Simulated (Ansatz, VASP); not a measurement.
# One calculation of Sc, two programs

INCAR

```
SYSTEM = Sc
  PREC = Accurate
  ENCUT = 520
  EDIFF = 1E-6
  ISMEAR = -1
  SIGMA = 0.1
  LREAL = .False.
  LASPH = .True.
  NELM = 80
  ALGO = Normal
  ISIF = 2
  LWAVE = .False.
  LCHARG = .False.
  NBANDS = 18
```

File KPOINTS:

```
Automatic mesh
0
Gamma
  14 14 8
  0 0 0
```

The input POSCAR:

```
Sc
1.0
    3.2269061443      0.0000000000      0.0000000000
   -1.6134530722      2.7945826966      0.0000000000
    0.0000000000      0.0000000000      5.0103977983
Sc
2
Direct
    0.3333333333      0.6666666667      0.2500000000
    0.6666666667      0.3333333333      0.7500000000
```

Input for Ansatz:

```yaml
crystal:
  lattice:
    - [3.22690614431, 0.0, 0.0]
    - [-1.61345307216, 2.7945826966, 0.0]
    - [0.0, 0.0, 5.01039779826]
  atoms:
    - { symbol: Sc, position: [0.333333333333, 0.666666666667, 0.25] }
    - { symbol: Sc, position: [0.666666666667, 0.333333333333, 0.75] }
kpoints:
  mp_grid: { grid: [14, 14, 8] }
scf:
  occupations: { method: fermi_dirac, width: 0.1 }
hamiltonian:
  xc: lda
  pseudopotentials: { kind: paw }
output:
  forces: true
  stress: true
  eigenvalues: true
  eigenstates:
    nscf_kmesh: { grid: [20, 20, 12] }
    de_dk: true
    e_range: [-14, 14]
  optics:
    e_range: [0, 25]
    de: 0.2
    sigma: 0.1
    bands: { spectra_wanted_up_to: 25 }
    nscf_kmesh: { grid: [20, 20, 12] }
    drude_damping: 0.03
checkpoint:
  write: ck
  write_wavefunctions: false
```

Alike in both runs: task single point; functional LDA; k mesh 14 × 14 × 8; occupations fermi-dirac, width 0.1 eV; no spin polarisation.

```csv
,VASP,Ansatz
version,VASP 6.6.1,Ansatz 0.2.0
potentials or method,"VASP PAW LDA potentials, release 64 (Sc_sv)","PAW with Ansatz's default frozen-core files, scalar-relativistic"
plane-wave cutoff (eV),520,420
valence electrons in the cell,22,22
```

VASP gave:

- pressure (GPa): 0.1

Problem. Estimate Ansatz's values.

Solution. Pressure (GPa): 0.0.

LDA's correlation is that of Perdew and Zunger in VASP and of Perdew and Wang (1992) in Ansatz. Ansatz's warnings: optics on partly filled bands.
